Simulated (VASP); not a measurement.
Write the native input for VASP 6.6.1 that does the following.

* Task: single point
* Functional: PBE
* Potentials or basis: VASP PAW PBE potentials, release 64 (K_sv, I)
* Cutoff: 520 eV
* k mesh: 2 × 2 × 2
* Occupations: gaussian, width 0.1 eV
* Spin: no spin polarisation
* Dipole correction: no
* Further INCAR settings: ALGO = Normal; EDIFF = 1e-06; NBANDS = 15

The structure of KI lies in POSCAR:

```
KI
1.0
    0.0000000000      3.5424356157      3.5424356157
    3.5424356157      0.0000000000      3.5424356157
    3.5424356157      3.5424356157      0.0000000000
K I
1 1
Direct
    0.0000000000      0.0000000000      0.0000000000
    0.5000000000      0.5000000000      0.5000000000
```

One way to write it, as run:

INCAR

```
PREC = Accurate
ENCUT = 520
EDIFF = 1E-6
ISMEAR = 0
SIGMA = 0.1
LREAL = False
LASPH = True
NELM = 80
ALGO = Normal
ISIF = 2
LWAVE = False
LCHARG = False
GGA = PE
NBANDS = 15
```

KPOINTS

```
Automatic mesh
0
Gamma
  2 2 2
```

Potentials or basis: VASP PAW PBE potentials, release 64 (K_sv, I).

The run is started by

```sh
$ cat potpaw_PBE.64/K_sv/POTCAR potpaw_PBE.64/I/POTCAR > POTCAR
$ mpirun -np 1 vasp_std > vasp.out
```

Results of the run:

| Quantity | Value |
| --- | --- |
| Pressure | 1.2 GPa |
| Band gap on the k mesh | 3.91 eV, direct |

Caveat: the k points lie up to 0.77 Å⁻¹ apart; spin-orbit coupling is left out, which moves the levels of the heavy elements.

Run time: 5.4 s on 1 thread of AMD EPYC 9R45 96-Core Processor (Zen 5) (shared host), peak memory 0.2 GiB.
